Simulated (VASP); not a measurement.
NaCl, 2 atoms in the cell. The structure is cubic, space group Fm-3m (No. 225). The conventional cell has a = 5.194 Å, b = 5.194 Å, c = 5.194 Å, α = 90.00°, β = 90.00°, γ = 90.00°. Na (site symmetry m-3m) has 6 Cl at 2.60 Å within 3.4 Å. Within 3.4 Å of Cl (site symmetry m-3m) lie 6 Na at 2.60 Å. 

- Program: VASP 6.6.1
- Task: single point
- Functional: LDA
- Potentials or basis: VASP PAW LDA potentials, release 64 (Na_pv, Cl)
- Cutoff: 520 eV
- k mesh: 8 × 8 × 8
- Occupations: gaussian, width 0.01 eV
- Spin: no spin polarisation
- Dipole correction: no
- Further INCAR settings: ALGO = Normal; EDIFF = 1e-06; NBANDS = 14

Potentials or basis: VASP PAW LDA potentials, release 64 (Na_pv, Cl).

The run is started by

```bash
$ cat potpaw_LDA.64/Na_pv/POTCAR potpaw_LDA.64/Cl/POTCAR > POTCAR
$ mpirun -np 1 vasp_std > vasp.out
```

Hardware: 1 thread of Intel(R) Xeon(R) Platinum 8259CL CPU @ 2.50GHz (Skylake/Cascade Lake), with other jobs on the host.

Question: Estimate the wall time of this run.

Answer: Run time: 8.5 s on 1 thread of Intel(R) Xeon(R) Platinum 8259CL CPU @ 2.50GHz (Skylake/Cascade Lake), on a shared host, peak memory 0.13 GiB. Counts: scf iterations 11, k points 29.
